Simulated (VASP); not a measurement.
# C (Fd-3m) in VASP: further runs

C is run at these levels: LDA; tasks: single point.

Program: VASP 6.6.1. These are calculated values, not measurements. Logs are shortened: lines on timing, memory, paths and dates and some standing lists are left out, and cuts for length are marked.

## 1. The cell of the first run

It takes space group Fd-3m (No. 227, cubic). The conventional cell has a = 3.531 Å, b = 3.531 Å, c = 3.531 Å, α = 90.00°, β = 90.00°, γ = 90.00°. C (site symmetry -43m) has 4 C at 1.53 Å within 2.0 Å.

## 2. Single point, LDA

Input file INCAR:

```
PREC = Accurate
ENCUT = 520
EDIFF = 1E-7
ISMEAR = 0
SIGMA = 0.1
LREAL = F
LASPH = T
NELM = 100
ALGO = Normal
ISIF = 2
LWAVE = F
LCHARG = T
LELF = T
LVHAR = T
NBANDS = 11
```

Input file KPOINTS:

```
Automatic mesh
0
Gamma
  10 10 10
```

Input file POSCAR:

```
C
1.0
    0.0000000000      1.7657489870      1.7657489870
    1.7657489870      0.0000000000      1.7657489870
    1.7657489870      1.7657489870      0.0000000000
C
2
Direct
    0.5000000000      0.5000000000      0.5000000000
    0.7500000000      0.7500000000      0.7500000000
```

Potentials or basis: VASP PAW LDA potentials, release 64 (C).

Run with:

```sh
$ cat potpaw_LDA.64/C/POTCAR > POTCAR
$ mpirun -np 1 vasp_std > vasp.out
```

OUTCAR:

```text
PREC = Accurate
   ENCUT = 520
   EDIFF = 1E-7
   ISMEAR = 0
   LREAL = F
   LASPH = T
   NELM = 100
   ISIF = 2

 ion  position               nearest neighbor table
   1  0.500  0.500  0.500-   2 1.53   2 1.53   2 1.53   2 1.53
   2  0.750  0.750  0.750-   1 1.53   1 1.53   1 1.53   1 1.53

  LATTYP: Found a face centered cubic cell.
 ALAT       =     3.5314979740

  Lattice vectors:

 A1 = (   0.0000000000,   1.7657489870,   1.7657489870)
 A2 = (   1.7657489870,   0.0000000000,   1.7657489870)
 A3 = (   1.7657489870,   1.7657489870,   0.0000000000)

Analysis of symmetry for initial positions (statically):
=====================================================================
 Subroutine PRICEL returns:
 Original cell was already a primitive cell.

 Routine SETGRP: Setting up the symmetry group for a
 face centered cubic supercell.

 Subroutine GETGRP returns: Found 48 space group operations
 (whereof 24 operations were pure point group operations)
 out of a pool of 48 trial point group operations.

The static configuration has the point symmetry T_d .
 The point group associated with its full space group is O_h .

Analysis of symmetry for dynamics (positions and initial velocities):
=====================================================================
 Subroutine PRICEL returns:
 Original cell was already a primitive cell.

 Routine SETGRP: Setting up the symmetry group for a
 face centered cubic supercell.

 Subroutine GETGRP returns: Found 48 space group operations
 (whereof 24 operations were pure point group operations)
 out of a pool of 48 trial point group operations.

The dynamic configuration has the point symmetry T_d .
 The point group associated with its full space group is O_h .

 Subroutine INISYM returns: Found 48 space group operations
 (whereof 24 operations are pure point group operations),
 and found     1 'primitive' translations

----------------------------------------------------------------------------------------

                                     Primitive cell

  volume of cell :      11.0107

  direct lattice vectors                    reciprocal lattice vectors
     0.000000000  1.765748987  1.765748987    -0.283165956  0.283165956  0.283165956
     1.765748987  0.000000000  1.765748987     0.283165956 -0.283165956  0.283165956
     1.765748987  1.765748987  0.000000000     0.283165956  0.283165956 -0.283165956

  length of vectors
     2.497146165  2.497146165  2.497146165     0.490457823  0.490457823  0.490457823

  position of ions in fractional coordinates (direct lattice)
     0.500000000  0.500000000  0.500000000
     0.750000000  0.750000000  0.750000000

  ion indices of the primitive-cell ions
   primitive index   ion index
                 1           1
                 2           2

----------------------------------------------------------------------------------------

 KPOINTS: Automatic mesh

Automatic generation of k-mesh.
 Grid dimensions read from file:
 generate k-points for:   10   10   10

 Generating k-lattice:

  Cartesian coordinates                     Fractional coordinates (reciprocal lattice)
    -0.028316596  0.028316596  0.028316596     0.100000000  0.000000000  0.000000000
     0.028316596 -0.028316596  0.028316596     0.000000000  0.100000000  0.000000000
     0.028316596  0.028316596 -0.028316596     0.000000000  0.000000000  0.100000000

  Length of vectors
     0.049045782  0.049045782  0.049045782

  Shift w.r.t. Gamma in fractional coordinates (k-lattice)
     0.000000000  0.000000000  0.000000000

 Subroutine IBZKPT returns following result:
 ===========================================

 Found     47 irreducible k-points:

 Following reciprocal coordinates:
            Coordinates               Weight
  0.000000  0.000000  0.000000      1.000000
  0.100000  0.000000  0.000000      8.000000
  0.200000  0.000000  0.000000      8.000000
  0.300000  0.000000  0.000000      8.000000
  0.400000  0.000000  0.000000      8.000000
  0.500000  0.000000  0.000000      4.000000
[... 16 lines left out ...]
  0.300000  0.300000  0.000000      6.000000
  0.400000  0.300000  0.000000     24.000000
 [... further k-points ...]
   k-points           NKPTS =     47   k-points in BZ     NKDIM =     47   number of bands    NBANDS=     11
   number of dos      NEDOS =    301   number of ions     NIONS =      2
   total plane-waves  NPLWV =   8000
   dimension x,y,z NGX =    20 NGY =   20 NGZ =   20
   dimension x,y,z NGXF=    40 NGYF=   40 NGZF=   40
   ions per type =               2
   NGX,Y,Z   is equivalent  to a cutoff of  13.31, 13.31, 13.31 a.u.
   NGXF,Y,Z  is equivalent  to a cutoff of  26.63, 26.63, 26.63 a.u.
 SYSTEM =  unknown system
   PREC   = accura    normal or accurate (medium, high low for compatibility)
   ISTART =      0    job   : 0-new  1-cont  2-samecut
   ICHARG =      2    charge: 1-file 2-atom 10-const
   ISPIN  =      1    spin polarized calculation?
   LNONCOLLINEAR =      F non collinear calculations
   LSORBIT =      F    spin-orbit coupling
   LASPH  =      T    aspherical Exc in radial PAW
   ENCUT  =  520.0 eV  38.22 Ry    6.18 a.u.   4.64  4.64  4.64*2*pi/ulx,y,z
   NELM   =    100;   NELMIN=  2; NELMDL= -5     # of ELM steps
   EDIFF  = 0.1E-06   stopping-criterion for ELM
   LREAL  =      F    real-space projection
   EDIFFG = 0.1E-05   stopping-criterion for IOM
   NSW    =      0    number of steps for IOM
   IBRION =     -1    ionic relax: 0-MD 1-quasi-New 2-CG
   NFREE  =      0    steps in history (QN), initial steepest desc. (CG)
   ISIF   =      2    stress and relaxation
   ISYM   =      2    0-nonsym 1-usesym 2-fastsym
   POTIM  = 0.5000    time-step for ionic-motion
   TEBEG  =    0.0;   TEEND  =   0.0 temperature during run
   PSTRESS=    0.0 pullay stress
   NELECT =       8.0000    total number of electrons
   NUPDOWN=      -1.0000    fix difference up-down
   EMIN   =  10.00;   EMAX   =-10.00  energy-range for DOS
   EFERMI =   0.00;   METHOD = LEGACY
   ISMEAR =     0;   SIGMA  =   0.10  broadening in eV -4-tet -1-fermi 0-gaus
   EFERMI_NEDOS =   21; number of points for ismear=-14 and -15
   IALGO  =     38    algorithm
   IMIX   =      4    mixing-type and parameters
     AMIX     =   0.40;   BMIX     =  1.00
     AMIX_MAG =   1.60;   BMIX_MAG =  1.00
  volume/ion in A,a.u.               =       5.51        37.15
  Fermi-wavevector in a.u.,A,eV,Ry     =   1.471745  2.781195 29.470667  2.166033
  Thomas-Fermi vector in A             =   2.586844
   LORBIT       =      0    0 simple, 1 ext, 2 COOP (PROOUT), +10 PAW based schemes
   GGA     = CA    functional components
   LHFCALC =     F    Hartree Fock is set to
   AEXX    =    0.0000 exact exchange contribution
   IVDW    =     0    specifies the selected vdW correction
   LEPSILON=     F    determine dielectric tensor
   LRPA    =     F    only Hartree local field effects (RPA)
 non-spin polarized calculation
 Gauss-broadening in eV      SIGMA  =   0.10
  energy-cutoff  :      520.00
  volume of cell :       11.01
 maximum number of plane-waves:       307
   NGX =  9   NGY =  9   NGZ =  9

 number of electron       7.9999998 magnetization

 Free energy of the ion-electron system (eV)
  ---------------------------------------------------
  ext. energy  EPLUGINS =         0.00000000
  ---------------------------------------------------
  free energy    TOTEN  =       -20.24511942 eV

  energy without entropy =      -20.24511942  energy(sigma->0) =      -20.24511942

 E-fermi :  10.7518     XC(G=0): -13.6442

 val. band max:       10.1645744143   @ k =   0.0000   0.0000   0.0000
 cond. band min:      14.3682680171   @ k =   0.4000   0.4000   0.0000
 fundamental gap:      4.2036936028
 Fermi energy:        10.7518174090

 k-point     1 :       0.0000    0.0000    0.0000
  band No.  band energies     occupation
      1     -11.5552      2.00000
      2      10.1646      2.00000
      3      10.1646      2.00000
      4      10.1646      2.00000
      5      15.7910      0.00000
      6      15.7910      0.00000
      7      15.7910      0.00000
      8      24.4079      0.00000
      9      29.5633      0.00000
     10      37.1298      0.00000
     11      37.1298      0.00000

 k-point     2 :       0.1000    0.0000    0.0000
  band No.  band energies     occupation
      1     -11.2729      2.00000
      2       8.4680      2.00000
      3       9.7045      2.00000
      4       9.7045      2.00000
      5      16.3939      0.00000
      6      16.3939      0.00000
      7      16.7899      0.00000
      8      24.5632      0.00000
      9      29.9972      0.00000
     10      34.3868      0.00000
     11      34.3868      0.00000

 k-point     3 :       0.2000    0.0000    0.0000
  band No.  band energies     occupation
      1     -10.4309      2.00000
      2       5.2233      2.00000
      3       8.8061      2.00000
      4       8.8061      2.00000
      5      17.5467      0.00000
      6      17.5467      0.00000
      7      18.1418      0.00000
      8      24.9824      0.00000
      9      30.7492      0.00000
     10      32.8284      0.00000
     11      32.8284      0.00000
[... 267 lines left out ...]
 k-point    23 :       0.3000    0.3000    0.0000
  band No.  band energies     occupation
      1      -8.2173      2.00000
      2       4.1536      2.00000
      3       5.1400      2.00000
      4       5.1400      2.00000
      5      14.4463      0.00000
      6      18.8937      0.00000
      7      23.4586      0.00000
      8      23.4586      0.00000
      9      31.5192      0.00000
     10      33.0832      0.00000
     11      41.4272      0.00000

 k-point    24 :       0.4000    0.3000    0.0000
  band No.  band energies     occupation
      1      -6.8690      2.00000
      2       2.1376      2.00000
      3       4.0253      2.00000
      4       4.6582      2.00000
      5      15.0046      0.00000
      6      18.2129      0.00000
      7      24.4604      0.00000
      8      24.5687      0.00000
      9      32.3292      0.00000
     10      33.1634      0.00000
     11      41.3111      0.00000

 [... further k-points ...]

------------------------ aborting loop because EDIFF is reached ----------------------------------------

  FORCE on cell =-STRESS in cart. coord.  units (eV):
  Direction    XX          YY          ZZ          XY          YZ          ZX
  --------------------------------------------------------------------------------------
  -------------------------------------------------------------------------------------
  Total        0.1180578      0.1180578      0.1180578      0.0000000      0.0000000      0.0000000
  in kB       17.1786191     17.1786191     17.1786191      0.0000000      0.0000000      0.0000000
  external PRESSURE =      17.1786191 kB  Pullay stress =       0.0000000 kB

 VOLUME and BASIS-vectors are now :
 -----------------------------------------------------------------------------
  energy-cutoff  :      520.00
  volume of cell :       11.01
      direct lattice vectors                 reciprocal lattice vectors
     0.000000000  1.765748987  1.765748987    -0.283165956  0.283165956  0.283165956
     1.765748987  0.000000000  1.765748987     0.283165956 -0.283165956  0.283165956
     1.765748987  1.765748987  0.000000000     0.283165956  0.283165956 -0.283165956

 POSITION                                       TOTAL-FORCE (eV/Angst)
 -----------------------------------------------------------------------------------
      1.76575      1.76575      1.76575         0.000000      0.000000      0.000000
      2.64862      2.64862      2.64862        -0.000000     -0.000000     -0.000000
 -----------------------------------------------------------------------------------
    total drift:                                0.000000     -0.000000      0.000000

  FREE ENERGIE OF THE ION-ELECTRON SYSTEM (eV)
  ---------------------------------------------------
  free  energy   TOTEN  =       -20.2451194167 eV

  energy  without entropy=      -20.2451194167  energy(sigma->0) =      -20.24511942
```

It took 3.6 s on 1 thread of Intel Xeon Platinum 8488C (Sapphire Rapids), shared host; peak memory 0.11 GiB.

What came out:

* Free energy: -20.2451 eV
* Pressure: 1.7 GPa
* Band gap on the k mesh: 4.20 eV, indirect (least direct gap 5.63 eV)

## 3. Single point, LDA

Input file INCAR:

```
ALGO = Normal
EDIFF = 1E-6
ENCUT = 520
ISIF = 2
ISMEAR = 0
LASPH = T
LCHARG = F
LREAL = F
LWAVE = F
NBANDS = 11
NELM = 100
PREC = Accurate
SIGMA = 0.02
```

Input file KPOINTS:

```
k-points
0
Gamma
  12 12 12
```

POSCAR is that of step 2.

Potentials or basis: VASP PAW LDA potentials, release 64 (C).

Run with:

```sh
$ cat potpaw_LDA.64/C/POTCAR > POTCAR
$ mpirun -np 1 vasp_std > vasp.out
```

Run time: 4.8 s. Hardware: 1 thread of Intel Xeon Platinum 8488C (Sapphire Rapids), shared host; peak memory 0.11 GiB.

The run converged. Its results:

```yaml
Free_energy: -20.2452 eV
Pressure: 1.7 GPa
Band_gap_on_the_k_mesh: 4.20 eV, indirect (least direct gap 5.63 eV)
```

Levels at points of the mesh, in eV from the valence-band top:
```csv
k point,band 2,band 3,band 4,band 5,band 6,band 7
"(0.00, 0.00, 0.00)",0.00,0.00,0.00,5.63,5.63,5.63
"(0.50, 0.00, 0.00)",-13.69,-2.87,-2.87,8.51,8.51,9.42
"(0.50, 0.50, 0.00)",-12.82,-6.47,-6.47,4.77,4.77,17.08
```

A k mesh can miss the band edges.
